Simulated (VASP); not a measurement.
# Al2BN3 (P6_3/mmc) in VASP: notebook

Al2BN3 is run at these levels: PBE; tasks: single point, relaxation of cell and atoms.

Everything below comes from runs of VASP 6.6.1. Logs are shortened: lines on timing, memory, paths and dates and some standing lists are left out, and cuts for length are marked.

**1. The cell of the first run**

The structure is hexagonal, space group P6_3/mmc (No. 194). Conventional cell: a = 3.117 Å, b = 3.117 Å, c = 12.881 Å, α = 90.00°, β = 90.00°, γ = 120.00°. Within 2.4 Å of Al (site symmetry 3m) lie 5 N at 1.80 to 2.32 Å. Within 2.4 Å of B (site symmetry -6m2) lie 5 N at 1.80 to 2.07 Å. N (site symmetry -6m2) has 3 B at 1.80 Å and 2 Al at 2.05 Å within 2.4 Å. Within 2.4 Å of N (site symmetry 3m) lie 4 Al at 1.80 to 2.32 Å and 1 B at 2.07 Å.

**2. Single point, PBE**

File INCAR:

```
SYSTEM = Al2BN3
PREC = Accurate
ENCUT = 520
EDIFF = 1E-7
ISMEAR = 0
SIGMA = 0.1
LREAL = .False.
LASPH = .True.
NELM = 60
ALGO = Normal
ISIF = 2
LWAVE = .False.
LCHARG = .False.
GGA = PE
NBANDS = 36
```

File KPOINTS:

```
regular mesh
0
Gamma
  6 6 1
  0 0 0
```

File POSCAR:

```
Al2BN3
1.0
    3.1171191642      0.0000000000      0.0000000000
   -1.5585595821      2.6995043828      0.0000000000
    0.0000000000      0.0000000000     12.8811433884
Al B N
4 2 6
Direct
    0.3333333333      0.6666666667      0.0911893585
    0.3333333333      0.6666666667      0.4088106415
    0.6666666667      0.3333333333      0.5911893585
    0.6666666667      0.3333333333      0.9088106415
    0.3333333333      0.6666666667      0.7500000000
    0.6666666667      0.3333333333      0.2500000000
    0.3333333333      0.6666666667      0.2500000000
    0.3333333333      0.6666666667      0.5890936981
    0.3333333333      0.6666666667      0.9109063019
    0.6666666667      0.3333333333      0.0890936981
    0.6666666667      0.3333333333      0.4109063019
    0.6666666667      0.3333333333      0.7500000000
```

Potentials or basis: VASP PAW PBE potentials, release 64 (Al, B, N).

On the command line:

```
$ cat potpaw_PBE.64/Al/POTCAR potpaw_PBE.64/B/POTCAR potpaw_PBE.64/N/POTCAR > POTCAR
$ mpirun -np 1 vasp_std > vasp.out
```

OUTCAR:

```text
SYSTEM = Al2BN3
   PREC = Accurate
   ENCUT = 520
   EDIFF = 1E-7
   ISMEAR = 0
   LREAL = .False.
   LASPH = .True.
   NELM = 60
   ISIF = 2
   GGA = PE

 ion  position               nearest neighbor table
   1  0.333  0.667  0.091-  10 1.80  10 1.80  10 1.80   7 2.05   9 2.32   6 2.72   6 2.72   6 2.72
                             4 2.96   4 2.96   4 2.96
   2  0.333  0.667  0.409-  11 1.80  11 1.80  11 1.80   7 2.05   8 2.32   6 2.72   6 2.72   6 2.72
                             3 2.96   3 2.96   3 2.96
   3  0.667  0.333  0.591-   8 1.80   8 1.80   8 1.80  12 2.05  11 2.32   5 2.72   5 2.72   5 2.72
                             2 2.96   2 2.96   2 2.96
   4  0.667  0.333  0.909-   9 1.80   9 1.80   9 1.80  12 2.05  10 2.32   5 2.72   5 2.72   5 2.72
                             1 2.96   1 2.96   1 2.96
   5  0.333  0.667  0.750-  12 1.80  12 1.80  12 1.80   4 2.72   3 2.72   4 2.72   3 2.72   3 2.72
                             4 2.72
   6  0.667  0.333  0.250-   7 1.80   7 1.80   7 1.80   2 2.72   1 2.72   2 2.72   1 2.72   1 2.72
                             2 2.72
   7  0.333  0.667  0.250-   6 1.80   6 1.80   6 1.80   1 2.05   2 2.05
   8  0.333  0.667  0.589-   3 1.80   3 1.80   3 1.80   2 2.32
   9  0.333  0.667  0.911-   4 1.80   4 1.80   4 1.80   1 2.32
  10  0.667  0.333  0.089-   1 1.80   1 1.80   1 1.80   4 2.32
  11  0.667  0.333  0.411-   2 1.80   2 1.80   2 1.80   3 2.32
  12  0.667  0.333  0.750-   5 1.80   5 1.80   5 1.80   3 2.05   4 2.05

  LATTYP: Found a hexagonal cell.
 ALAT       =     3.1171191642
 C/A-ratio  =     4.1323872171

  Lattice vectors:

 A1 = (   3.1171191642,   0.0000000000,   0.0000000000)
 A2 = (  -1.5585595821,   2.6995043828,   0.0000000000)
 A3 = (   0.0000000000,   0.0000000000,  12.8811433884)

Analysis of symmetry for initial positions (statically):
=====================================================================
 Subroutine PRICEL returns:
 Original cell was already a primitive cell.

 Routine SETGRP: Setting up the symmetry group for a
 hexagonal supercell.

 Subroutine GETGRP returns: Found 24 space group operations
 (whereof 12 operations were pure point group operations)
 out of a pool of 24 trial point group operations.

The static configuration has the point symmetry D_3d.
 The point group associated with its full space group is D_6h.

Analysis of symmetry for dynamics (positions and initial velocities):
=====================================================================
 Subroutine PRICEL returns:
 Original cell was already a primitive cell.

 Routine SETGRP: Setting up the symmetry group for a
 hexagonal supercell.

 Subroutine GETGRP returns: Found 24 space group operations
 (whereof 12 operations were pure point group operations)
 out of a pool of 24 trial point group operations.

The dynamic configuration has the point symmetry D_3d.
 The point group associated with its full space group is D_6h.

 Subroutine INISYM returns: Found 24 space group operations
 (whereof 12 operations are pure point group operations),
 and found     1 'primitive' translations

----------------------------------------------------------------------------------------

                                     Primitive cell

  volume of cell :     108.3907

  direct lattice vectors                    reciprocal lattice vectors
     3.117119164  0.000000000  0.000000000     0.320809038  0.185219184  0.000000000
    -1.558559582  2.699504383  0.000000000     0.000000000  0.370438369  0.000000000
     0.000000000  0.000000000 12.881143388     0.000000000  0.000000000  0.077632860

  length of vectors
     3.117119164  3.117119164 12.881143388     0.370438369  0.370438369  0.077632860

  position of ions in fractional coordinates (direct lattice)
     0.333333333  0.666666667  0.091189359
     0.333333333  0.666666667  0.408810641
     0.666666667  0.333333333  0.591189359
     0.666666667  0.333333333  0.908810641
     0.333333333  0.666666667  0.750000000
     0.666666667  0.333333333  0.250000000
     0.333333333  0.666666667  0.250000000
     0.333333333  0.666666667  0.589093698
     0.333333333  0.666666667  0.910906302
     0.666666667  0.333333333  0.089093698
     0.666666667  0.333333333  0.410906302
     0.666666667  0.333333333  0.750000000

  ion indices of the primitive-cell ions
   primitive index   ion index
                 1           1
                 2           2
                 3           3
                 4           4
                 5           5
                 6           6
                 7           7
                 8           8
                 9           9
                10          10
                11          11
                12          12

----------------------------------------------------------------------------------------

 KPOINTS: regular mesh

Automatic generation of k-mesh.
 Grid dimensions read from file:
 generate k-points for:    6    6    1

 Generating k-lattice:

  Cartesian coordinates                     Fractional coordinates (reciprocal lattice)
     0.053468173  0.030869864  0.000000000     0.166666667 -0.000000000  0.000000000
     0.000000000  0.061739728  0.000000000     0.000000000  0.166666667  0.000000000
     0.000000000  0.000000000  0.077632860     0.000000000  0.000000000  1.000000000

  Length of vectors
     0.061739728  0.061739728  0.077632860

  Shift w.r.t. Gamma in fractional coordinates (k-lattice)
     0.000000000  0.000000000  0.000000000

 Subroutine IBZKPT returns following result:
 ===========================================

 Found      7 irreducible k-points:

 Following reciprocal coordinates:
            Coordinates               Weight
  0.000000  0.000000  0.000000      1.000000
  0.166667  0.000000  0.000000      6.000000
  0.333333  0.000000  0.000000      6.000000
  0.500000  0.000000  0.000000      3.000000
  0.166667  0.166667  0.000000      6.000000
  0.333333  0.166667  0.000000     12.000000
  0.333333  0.333333  0.000000      2.000000
   k-points           NKPTS =      7   k-points in BZ     NKDIM =      7   number of bands    NBANDS=     36
   number of dos      NEDOS =    301   number of ions     NIONS =     12
   total plane-waves  NPLWV =  55296
   dimension x,y,z NGX =    24 NGY =   24 NGZ =   96
   dimension x,y,z NGXF=    48 NGYF=   48 NGZF=  192
   ions per type =               4   2   6
   NGX,Y,Z   is equivalent  to a cutoff of  12.80, 12.80, 12.39 a.u.
   NGXF,Y,Z  is equivalent  to a cutoff of  25.60, 25.60, 24.78 a.u.
 SYSTEM =  Al2BN3
   PREC   = accura    normal or accurate (medium, high low for compatibility)
   ISTART =      0    job   : 0-new  1-cont  2-samecut
   ICHARG =      2    charge: 1-file 2-atom 10-const
   ISPIN  =      1    spin polarized calculation?
   LNONCOLLINEAR =      F non collinear calculations
   LSORBIT =      F    spin-orbit coupling
   LASPH  =      T    aspherical Exc in radial PAW
   ENCUT  =  520.0 eV  38.22 Ry    6.18 a.u.   5.80  5.80 23.95*2*pi/ulx,y,z
   NELM   =     60;   NELMIN=  2; NELMDL= -5     # of ELM steps
   EDIFF  = 0.1E-06   stopping-criterion for ELM
   LREAL  =      F    real-space projection
   EDIFFG = 0.1E-05   stopping-criterion for IOM
   NSW    =      0    number of steps for IOM
   IBRION =     -1    ionic relax: 0-MD 1-quasi-New 2-CG
   NFREE  =      0    steps in history (QN), initial steepest desc. (CG)
   ISIF   =      2    stress and relaxation
   ISYM   =      2    0-nonsym 1-usesym 2-fastsym
   POTIM  = 0.5000    time-step for ionic-motion
   TEBEG  =    0.0;   TEEND  =   0.0 temperature during run
   PSTRESS=    0.0 pullay stress
   NELECT =      48.0000    total number of electrons
   NUPDOWN=      -1.0000    fix difference up-down
   EMIN   =  10.00;   EMAX   =-10.00  energy-range for DOS
   EFERMI =   0.00;   METHOD = LEGACY
   ISMEAR =     0;   SIGMA  =   0.10  broadening in eV -4-tet -1-fermi 0-gaus
   EFERMI_NEDOS =   21; number of points for ismear=-14 and -15
   IALGO  =     38    algorithm
   IMIX   =      4    mixing-type and parameters
     AMIX     =   0.40;   BMIX     =  1.00
     AMIX_MAG =   1.60;   BMIX_MAG =  1.00
  volume/ion in A,a.u.               =       9.03        60.95
  Fermi-wavevector in a.u.,A,eV,Ry     =   1.247837  2.358071 21.185603  1.557098
  Thomas-Fermi vector in A             =   2.381951
   LORBIT       =      0    0 simple, 1 ext, 2 COOP (PROOUT), +10 PAW based schemes
   GGA     = PE    functional components
   LHFCALC =     F    Hartree Fock is set to
   AEXX    =    0.0000 exact exchange contribution
   IVDW    =     0    specifies the selected vdW correction
   LEPSILON=     F    determine dielectric tensor
   LRPA    =     F    only Hartree local field effects (RPA)
 non-spin polarized calculation
 Gauss-broadening in eV      SIGMA  =   0.10
  energy-cutoff  :      520.00
  volume of cell :      108.39
 maximum number of plane-waves:      2936
 NGX is ok and might be reduce to    24
   NGX = 11   NGY = 11   NGZ = 47

 number of electron      47.9999993 magnetization

 Free energy of the ion-electron system (eV)
  ---------------------------------------------------
  ext. energy  EPLUGINS =         0.00000000
  ---------------------------------------------------
  free energy    TOTEN  =       -85.98193103 eV

  energy without entropy =      -85.98193103  energy(sigma->0) =      -85.98193103

 E-fermi :   8.1620     XC(G=0): -11.3570

 val. band max:        7.6985823743   @ k =   0.0000   0.0000   0.0000
 cond. band min:       9.5137832160   @ k =   0.0000   0.0000   0.0000
 fundamental gap:      1.8152008417
 Fermi energy:         8.1620101767

 k-point     1 :       0.0000    0.0000    0.0000
  band No.  band energies     occupation
      1     -10.1446      2.00000
      2      -9.8760      2.00000
      3      -8.8511      2.00000
      4      -7.5940      2.00000
      5      -7.5444      2.00000
      6      -6.2716      2.00000
[... 28 lines left out ...]
     35      14.1142      0.00000
     36      15.7109      0.00000

 k-point     2 :       0.1667    0.0000    0.0000
  band No.  band energies     occupation
      1      -9.7856      2.00000
      2      -9.5328      2.00000
      3      -8.5162      2.00000
      4      -7.3362      2.00000
      5      -7.3099      2.00000
      6      -6.1712      2.00000
[... 28 lines left out ...]
     35      14.8413      0.00000
     36      15.1359      0.00000

 k-point     3 :       0.3333    0.0000    0.0000
  band No.  band energies     occupation
      1      -8.8245      2.00000
      2      -8.6284      2.00000
      3      -7.6696      2.00000
      4      -6.8589      2.00000
      5      -6.7867      2.00000
      6      -6.1647      2.00000
[... 28 lines left out ...]
     35      15.7968      0.00000
     36      16.0592      0.00000

 k-point     4 :       0.5000    0.0000    0.0000
  band No.  band energies     occupation
      1      -8.0002      2.00000
      2      -7.8927      2.00000
      3      -7.0285      2.00000
      4      -6.7924      2.00000
      5      -6.5740      2.00000
      6      -6.5216      2.00000
[... 28 lines left out ...]
     35      16.5552      0.00000
     36      16.7263      0.00000

 k-point     5 :       0.1667    0.1667    0.0000
  band No.  band energies     occupation
      1      -9.1183      2.00000
      2      -8.9015      2.00000
      3      -7.9188      2.00000
      4      -6.9576      2.00000
      5      -6.9253      2.00000
      6      -6.1103      2.00000
[... 28 lines left out ...]
     35      15.9502      0.00000
     36      16.1696      0.00000

 k-point     6 :       0.3333    0.1667    0.0000
  band No.  band energies     occupation
      1      -8.0804      2.00000
      2      -7.9562      2.00000
      3      -7.0835      2.00000
      4      -6.7406      2.00000
      5      -6.5507      2.00000
      6      -6.3987      2.00000
[... 28 lines left out ...]
     35      15.9291      0.00000
     36      16.7878      0.00000

 k-point     7 :       0.3333    0.3333    0.0000
  band No.  band energies     occupation
      1      -7.4824      2.00000
      2      -7.4824      2.00000
      3      -6.7498      2.00000
      4      -6.7498      2.00000
      5      -6.5992      2.00000
      6      -6.5992      2.00000
[... 28 lines left out ...]
     35      15.3326      0.00000
     36      15.6359      0.00000

------------------------ aborting loop because EDIFF is reached ----------------------------------------

  FORCE on cell =-STRESS in cart. coord.  units (eV):
  Direction    XX          YY          ZZ          XY          YZ          ZX
  --------------------------------------------------------------------------------------
  -------------------------------------------------------------------------------------
  Total       -0.0972238     -0.0972238     -0.1621596     -0.0000000     -0.0000000      0.0000000
  in kB       -1.4371137     -1.4371137     -2.3969628     -0.0000000     -0.0000000      0.0000000
  external PRESSURE =      -1.7570634 kB  Pullay stress =       0.0000000 kB

 VOLUME and BASIS-vectors are now :
 -----------------------------------------------------------------------------
  energy-cutoff  :      520.00
  volume of cell :      108.39
      direct lattice vectors                 reciprocal lattice vectors
     3.117119164  0.000000000  0.000000000     0.320809038  0.185219184  0.000000000
    -1.558559582  2.699504383  0.000000000     0.000000000  0.370438369  0.000000000
     0.000000000  0.000000000 12.881143388     0.000000000  0.000000000  0.077632860

 POSITION                                       TOTAL-FORCE (eV/Angst)
 -----------------------------------------------------------------------------------
     -0.00000      1.79967      1.17462        -0.000000      0.000000      0.002079
     -0.00000      1.79967      5.26595        -0.000000      0.000000     -0.002079
      1.55856      0.89983      7.61519         0.000000     -0.000000      0.002079
      1.55856      0.89983     11.70652         0.000000     -0.000000     -0.002079
     -0.00000      1.79967      9.66086         0.000000     -0.000000      0.000000
      1.55856      0.89983      3.22029        -0.000000      0.000000      0.000000
     -0.00000      1.79967      3.22029         0.000000     -0.000000      0.000000
     -0.00000      1.79967      7.58820        -0.000000     -0.000000     -0.000104
     -0.00000      1.79967     11.73351         0.000000     -0.000000      0.000104
      1.55856      0.89983      1.14763         0.000000      0.000000     -0.000104
      1.55856      0.89983      5.29294         0.000000     -0.000000      0.000104
      1.55856      0.89983      9.66086         0.000000      0.000000      0.000000
 -----------------------------------------------------------------------------------
    total drift:                               -0.000000      0.000000      0.000000

  FREE ENERGIE OF THE ION-ELECTRON SYSTEM (eV)
  ---------------------------------------------------
  free  energy   TOTEN  =       -85.9819310259 eV

  energy  without entropy=      -85.9819310259  energy(sigma->0) =      -85.98193103
```

It took 17 s on 1 thread of AMD EPYC 9R45 (Zen 5), shared host; peak memory 0.19 GiB.

Results:

```
Free energy            : -85.9819 eV
Pressure               : -0.2 GPa
Band gap on the k mesh : 1.82 eV
```

Forces on the atoms (eV/Å):
```
Al   0.000  0.000  0.002
Al   0.000  0.000 -0.002
Al   0.000  0.000  0.002
Al   0.000  0.000 -0.002
B    0.000  0.000  0.000
B    0.000  0.000  0.000
N    0.000  0.000  0.000
N    0.000  0.000  0.000
N    0.000  0.000  0.000
N    0.000  0.000  0.000
N    0.000  0.000  0.000
N    0.000  0.000  0.000
```

Levels at points of the mesh, in eV from the valence-band top:
```
           k point  band 20  band 21  band 22  band 23  band 24  band 25  band 26  band 27  band 28  band 29
(0.00, 0.00, 0.00)    -2.24    -2.24    -1.91    -1.91     0.00     1.82     2.53     4.86     4.86     4.87
(0.50, 0.00, 0.00)    -2.76    -2.74    -2.21    -1.95    -1.24     2.26     2.80     3.94     5.15     5.26
```

Caveat: the k points lie up to 0.49 Å⁻¹ apart.

**3. Single point, PBE**

This run uses another cell than the first one, of 11.64 Å³/atom.

File INCAR:

```
SYSTEM = Al2BN3
  PREC = Accurate
  ENCUT = 520
  EDIFF = 1E-6
  ISMEAR = 0
  SIGMA = 0.1
  LREAL = .False.
  LASPH = .True.
  NELM = 80
  ALGO = Normal
  ISIF = 2
  LWAVE = .False.
  LCHARG = .False.
  GGA = PE
  NBANDS = 36
```

KPOINTS is that of step 2.

File POSCAR:

```
Al2BN3
1.0
    2.7249106000      0.0000000000      0.0000000000
   -1.3624553000      2.3598418000      0.0000000000
    0.0000000000      0.0000000000     21.7133136800
Al B N
4 2 6
Direct
    0.3333333300      0.6666666700      0.0833333300
    0.3333333300      0.6666666700      0.4166666700
    0.6666666700      0.3333333300      0.5833333300
    0.6666666700      0.3333333300      0.9166666700
    0.3333333300      0.6666666700      0.7500000000
    0.6666666700      0.3333333300      0.2500000000
    0.3333333300      0.6666666700      0.2500000000
    0.3333333300      0.6666666700      0.5833333300
    0.3333333300      0.6666666700      0.9166666700
    0.6666666700      0.3333333300      0.0833333300
    0.6666666700      0.3333333300      0.4166666700
    0.6666666700      0.3333333300      0.7500000000
```

Potentials or basis: VASP PAW PBE potentials, release 64 (Al, B, N).

On the command line:

```
$ cat potpaw_PBE.64/Al/POTCAR potpaw_PBE.64/B/POTCAR potpaw_PBE.64/N/POTCAR > POTCAR
$ mpirun -np 1 vasp_std > vasp.out
```

Wall time 22 s (1 thread of AMD EPYC 9R45 (Zen 5), shared host); peak memory 0.22 GiB.

Results (log left out):

```
Free energy            : -78.6467 eV
Pressure               : 55.1 GPa
Largest force          : 0.079 eV/Å
Band gap on the k mesh : 3.26 eV
```

Forces in eV/Å, atoms in the order of the input:
```
Al   0.000  0.000 -0.079
Al   0.000  0.000  0.079
Al   0.000  0.000 -0.079
Al   0.000  0.000  0.079
B    0.000  0.000  0.000
B    0.000  0.000  0.000
N    0.000  0.000  0.000
N    0.000  0.000  0.023
N    0.000  0.000 -0.023
N    0.000  0.000  0.023
N    0.000  0.000 -0.023
N    0.000  0.000  0.000
```

Stress tensor (GPa, compression positive):
```
83.03  0.00  0.00
 0.00 83.03  0.00
 0.00  0.00 -0.65
```

Levels at points of the mesh, in eV from the valence-band top:
| k point | band 20 | band 21 | band 22 | band 23 | band 24 | band 25 | band 26 | band 27 | band 28 | band 29 |
| --- | --- | --- | --- | --- | --- | --- | --- | --- | --- | --- |
| (0.00, 0.00, 0.00) | -0.01 | 0.00 | 0.00 | 0.00 | 0.00 | 3.26 | 4.12 | 4.53 | 6.35 | 6.45 |
| (0.50, 0.00, 0.00) | -0.61 | -0.59 | -0.54 | -0.31 | -0.29 | 3.51 | 3.55 | 6.08 | 6.42 | 6.48 |

Caveat: the k points lie up to 0.44 Å⁻¹ apart. A k mesh can miss the band edges.

[end of part 1 of 2]
